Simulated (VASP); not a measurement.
# SbPb in VASP: notebook, part 2 of 3

VASP 6.6.1. Earlier steps stand in the parts before.

## (3) Single point, r2SCAN

This run uses another cell than the first one, of 59.73 Å³/atom, 1.183 times its volume.

The input, POSCAR:

```
SbPb
1.0
    5.4534750000      0.0000000000      0.0000000000
    0.0000000000      3.3901620000      0.0000000000
    0.0000000000      0.0000000000     12.9235561063
Sb Pb
2 2
Direct
    0.5000000000      0.3749203410      0.4365041110
    0.5000000000      0.1247610230      0.6904876671
    0.0000000000      0.0000000000      0.3095123329
    0.0000000000      0.7498406820      0.5634958890
```

The input, INCAR.step1:

```
SYSTEM = SbPb
  PREC = Accurate
  ENCUT = 520
  ISMEAR = 1
  SIGMA = 0.05
  LREAL = .FALSE.
  LASPH = .TRUE.
  NELM = 100
  LDIPOL = .TRUE.
  IDIPOL = 3
  DIPOL = 0.5 0.5 0.500
  NBANDS = 27
  GGA = PE
  ALGO = Normal
  EDIFF = 1E-4
  LWAVE = .TRUE.
  LCHARG = .FALSE.
```

The input, INCAR.step2:

```
SYSTEM = SbPb
  PREC = Accurate
  ENCUT = 520
  EDIFF = 1E-6
  ISMEAR = 1
  SIGMA = 0.05
  LREAL = .FALSE.
  LASPH = .TRUE.
  NELM = 100
  ALGO = Normal
  ISIF = 2
  LWAVE = .FALSE.
  LCHARG = .FALSE.
  LDIPOL = .TRUE.
  IDIPOL = 3
  DIPOL = 0.5 0.5 0.500
  METAGGA = R2SCAN
  LMIXTAU = .TRUE.
  NBANDS = 27
  ISTART = 1
```

The input, KPOINTS:

```
Automatic mesh
0
G
  3 5 1
  0 0 0
```

Potentials or basis: VASP PAW PBE potentials, release 64 (Sb, Pb_d).

Run with:

```console
$ cat potpaw_PBE.64/Sb/POTCAR potpaw_PBE.64/Pb_d/POTCAR > POTCAR
$ cp INCAR.step1 INCAR
$ mpirun -np 1 vasp_std > vasp.out
$ cp INCAR.step2 INCAR
$ mpirun -np 1 vasp_std > vasp.out
```

OUTCAR:

```text
SYSTEM = SbPb
   PREC = Accurate
   ENCUT = 520
   EDIFF = 1E-6
   ISMEAR = 1
   LREAL = .FALSE.
   LASPH = .TRUE.
   NELM = 100
   ISIF = 2
   METAGGA = R2SCAN
   ISTART = 1

 ion  position               nearest neighbor table
   1  0.500  0.375  0.437-   2 3.39   4 3.43   4 3.43   3 3.43   3 3.43   4 3.82   4 3.82   3 3.82
                             3 3.82
   2  0.500  0.125  0.690-   1 3.39   4 3.43   4 3.43   4 3.82   4 3.82
   3  0.000  0.000  0.310-   4 3.39   1 3.43   1 3.43   1 3.82   1 3.82
   4  0.000  0.750  0.563-   3 3.39   1 3.43   1 3.43   2 3.43   2 3.43   1 3.82   1 3.82   2 3.82
                             2 3.82

  LATTYP: Found a simple orthorhombic cell.
 ALAT       =     3.3901620000
 B/A-ratio  =     1.6086178183
 C/A-ratio  =     3.8120762684

  Lattice vectors:

 A1 = (   0.0000000000,  -3.3901620000,   0.0000000000)
 A2 = (   5.4534750000,   0.0000000000,   0.0000000000)
 A3 = (   0.0000000000,   0.0000000000,  12.9235561063)

Analysis of symmetry for initial positions (statically):
=====================================================================
 Subroutine PRICEL returns:
 Original cell was already a primitive cell.

 Routine SETGRP: Setting up the symmetry group for a
 simple orthorhombic supercell.

 Subroutine GETGRP returns: Found  2 space group operations
 (whereof  2 operations were pure point group operations)
 out of a pool of  8 trial point group operations.

The static configuration has the point symmetry C_1h.

Analysis of symmetry for dynamics (positions and initial velocities):
=====================================================================
 Subroutine PRICEL returns:
 Original cell was already a primitive cell.

 Routine SETGRP: Setting up the symmetry group for a
 simple orthorhombic supercell.

 Subroutine GETGRP returns: Found  2 space group operations
 (whereof  2 operations were pure point group operations)
 out of a pool of  8 trial point group operations.
[... 109 lines left out ...]
  Thomas-Fermi vector in A             =   2.008211
   LORBIT       =      0    0 simple, 1 ext, 2 COOP (PROOUT), +10 PAW based schemes
   METAGGA = R2SCAN    functional components
   LHFCALC =     F    Hartree Fock is set to
   AEXX    =    0.0000 exact exchange contribution
   IVDW    =     0    specifies the selected vdW correction
   LEPSILON=     F    determine dielectric tensor
   LRPA    =     F    only Hartree local field effects (RPA)
 non-spin polarized calculation
 Methfessel and Paxton  Order N= 1 SIGMA  =   0.05
  energy-cutoff  :      520.00
  volume of cell :      238.93
 maximum number of plane-waves:      6450
 NGX is ok and might be reduce to    42
   NGX = 21   NGY = 13   NGZ = 49

 number of electron      37.9999997 magnetization

 dipolmoment           0.000000      0.000000      0.089040 electrons x Angstroem

 Free energy of the ion-electron system (eV)
  ---------------------------------------------------
  ext. energy  EPLUGINS =         0.00000000
  ---------------------------------------------------
  free energy    TOTEN  =      -162.48964148 eV

  energy without entropy =     -162.48777720  energy(sigma->0) =     -162.48902005

 E-fermi :   1.5445     XC(G=0):  -6.4221

 val. band max:        1.4088467693   @ k =   0.3333   0.0000   0.0000
 cond. band min:       1.5445562919   @ k =   0.0000   0.4000   0.0000
 fundamental gap:      0.1357095226
 Fermi energy:         1.5445313042

 k-point     1 :       0.0000    0.0000    0.0000
  band No.  band energies     occupation
      1     -16.2810      2.00000
      2     -16.2012      2.00000
      3     -16.1687      2.00000
      4     -16.1533      2.00000
      5     -16.0394      2.00000
      6     -16.0302      2.00000
[... 169 lines left out ...]
     26       5.3914      0.00000
     27       7.2251      0.00000

------------------------ aborting loop because EDIFF is reached ----------------------------------------

 vacuum level on the upper side and lower side of the slab       (xc-potential included)        -0.489        -1.703

  FORCE on cell =-STRESS in cart. coord.  units (eV):
  Direction    XX          YY          ZZ          XY          YZ          ZX
  --------------------------------------------------------------------------------------
  -------------------------------------------------------------------------------------
  Total       -3.8864976     -3.0144283     -4.2149738      0.0000000      0.0007349      0.0000000
  in kB      -26.0611258    -20.2134167    -28.2637412      0.0000000      0.0049277      0.0000000
  external PRESSURE =     -24.8460946 kB  Pullay stress =       0.0000000 kB

 VOLUME and BASIS-vectors are now :
 -----------------------------------------------------------------------------
  energy-cutoff  :      520.00
  volume of cell :      238.93
      direct lattice vectors                 reciprocal lattice vectors
     5.453475000  0.000000000  0.000000000     0.183369320  0.000000000  0.000000000
     0.000000000  3.390162000  0.000000000     0.000000000  0.294971155  0.000000000
     0.000000000  0.000000000 12.923556106     0.000000000  0.000000000  0.077378083

 POSITION                                       TOTAL-FORCE (eV/Angst)
 -----------------------------------------------------------------------------------
      2.72674      1.27104      5.64119         0.000000     -0.590737      0.351419
      2.72674      0.42296      8.92356         0.000000      0.020127     -1.225691
      0.00000      0.00000      4.00000         0.000000      0.305679      0.492507
      0.00000      2.54208      7.28237         0.000000      0.264931      0.381765
 -----------------------------------------------------------------------------------
    total drift:                               -0.000000      0.000059      0.000447

  FREE ENERGIE OF THE ION-ELECTRON SYSTEM (eV)
  ---------------------------------------------------
  free  energy   TOTEN  =      -162.4896414772 eV

  energy  without entropy=     -162.4877772044  energy(sigma->0) =     -162.48902005

 vacuum level on the upper side and lower side of the slab         5.123         3.846
```

OSZICAR.step1:

```text
N       E                     dE             d eps       ncg     rms          rms(c)
DAV:   1     0.348584491928E+03    0.34858E+03   -0.16017E+04   324   0.121E+03
DAV:   2     0.191589600827E+02   -0.32943E+03   -0.32355E+03   347   0.326E+02
DAV:   3    -0.130661278729E+02   -0.32225E+02   -0.31975E+02   424   0.130E+02
DAV:   4    -0.142970944647E+02   -0.12310E+01   -0.12303E+01   375   0.332E+01
DAV:   5    -0.143549318084E+02   -0.57837E-01   -0.57837E-01   444   0.649E+00    0.215E+00
DAV:   6    -0.142407568397E+02    0.11417E+00   -0.56654E-01   418   0.837E+00    0.124E+00
DAV:   7    -0.142262511404E+02    0.14506E-01   -0.32668E-01   401   0.258E+00    0.800E-01
DAV:   8    -0.142088165393E+02    0.17435E-01   -0.15926E-01   404   0.181E+00    0.339E-01
DAV:   9    -0.142035764303E+02    0.52401E-02   -0.24696E-02   409   0.954E-01    0.121E-01
DAV:  10    -0.142031640138E+02    0.41242E-03   -0.28820E-03   389   0.369E-01    0.835E-02
DAV:  11    -0.142031341248E+02    0.29889E-04   -0.13106E-03   344   0.224E-01    0.427E-02
DAV:  12    -0.142033794960E+02   -0.24537E-03   -0.57821E-04   285   0.206E-01    0.297E-02
DAV:  13    -0.142037861745E+02   -0.40668E-03   -0.32201E-04   268   0.110E-01    0.142E-02
DAV:  14    -0.142038105159E+02   -0.24341E-04   -0.52789E-05   232   0.930E-02
   1 F= -.14203811E+02 E0= -.14203184E+02  d E =-.188036E-02
```

It took 2.8 min on 1 thread of Intel Xeon Platinum 8259CL at 2.50GHz (Skylake/Cascade Lake), shared host; peak memory 0.37 GiB.

What came out:

```
Free energy            : -162.4896 eV
Largest force          : 1.226 eV/Å
Band gap on the k mesh : zero (band 19 reaches 2.24 eV, above the bottom of band 20 at 1.00 eV)
```

Forces on the atoms (eV/Å):
```
Sb   0.000 -0.591  0.351
Sb   0.000  0.020 -1.226
Pb   0.000  0.306  0.493
Pb   0.000  0.265  0.382
```

Levels at points of the mesh, in eV from the Fermi level:
```csv
k point,band 15,band 16,band 17,band 18,band 19,band 20,band 21,band 22
"(0.00, 0.00, 0.00)",-3.75,-2.31,-1.80,-1.38,0.33,1.22,1.99,3.06
```

Caveat: the k points lie up to 0.38 Å⁻¹ apart; the PAW data sets were made with another functional, which shifts forces and pressure a little; spin-orbit coupling is left out, which moves the levels of the heavy elements.

(Continued in part 3 of 3.)
